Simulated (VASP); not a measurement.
ZnS (sol), 2 atoms in the cell. It takes space group F-43m (No. 216, cubic). The conventional cell has a = 5.387 Å, b = 5.387 Å, c = 5.387 Å, α = 90.00°, β = 90.00°, γ = 90.00°. Zn (site symmetry -43m) has 4 S at 2.33 Å within 3.1 Å. Within 3.1 Å of S (site symmetry -43m) lie 4 Zn at 2.33 Å. 

```yaml
Program: VASP 6.6.1
Task: relaxation of cell and atoms
Functional: PBEsol
Potentials_or_basis: VASP PAW PBE potentials, release 64 (Zn, S)
Cutoff: 600 eV
k_mesh: 10 × 10 × 10
Occupations: gaussian, width 0.02 eV
Spin: no spin polarisation
Dipole_correction: no
Further_INCAR_settings: ALGO = Normal; EDIFF = 1e-06; IBRION = 2; EDIFFG = -0.002; NSW = 100; ISIF = 3
```

Potentials or basis: VASP PAW PBE potentials, release 64 (Zn, S).

Run with:

```sh
$ cat potpaw_PBE.64/Zn/POTCAR potpaw_PBE.64/S/POTCAR > POTCAR
$ mpirun -np 1 vasp_std > vasp.out
```

Hardware: 1 thread of Intel Xeon 8259CL, on a shared host.

Task: How long does it take, and how much memory?

Result: It took 2.7 min on 1 thread of Intel Xeon 8259CL, on a shared host, peak memory 0.19 GiB. Counts: scf iterations 43, k points 47, ion steps 7.
